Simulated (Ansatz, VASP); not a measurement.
WSe in VASP and in Ansatz

```
W Se
1.0
     4.06796    0.00000    0.00000
    -2.03398    3.52295    0.00000
     0.00000    0.00000    6.76613
W Se
2 2
Cartesian
  0.0000 0.0000 0.0000
  0.0000 0.0000 3.3831
  0.0000 2.3486 1.6915
  2.0340 1.1743 5.0746
```

Alike in both runs: task single point; functional PBE; k mesh 12 × 12 × 6; occupations gaussian, width 0.1 eV; no spin polarisation; Hubbard terms W d U = 6.2 eV.

|  | VASP | Ansatz |
| --- | --- | --- |
| version | VASP 6.6.1 | Ansatz 0.2.0 |
| potentials or method | VASP PAW PBE potentials, release 64 (W_sv, Se), cutoff 520 eV | scalar-relativistic, plane waves, PAW |
| valence electrons in the cell | 40 | 60 |

```csv
,VASP,Ansatz,Ansatz less VASP
pressure (GPa),-13.5,-8.1,+5.44
"traceless stress, the component that is largest in VASP (GPa)",0.03,0.74,+0.710
```

The programs project onto different local orbitals, so the same U acts differently, and such runs can settle in different states. VASP's potentials hold 40 valence electrons a cell and Ansatz's 60, so a difference there can come from the potentials and not from the codes.

Spin-orbit coupling is off throughout.
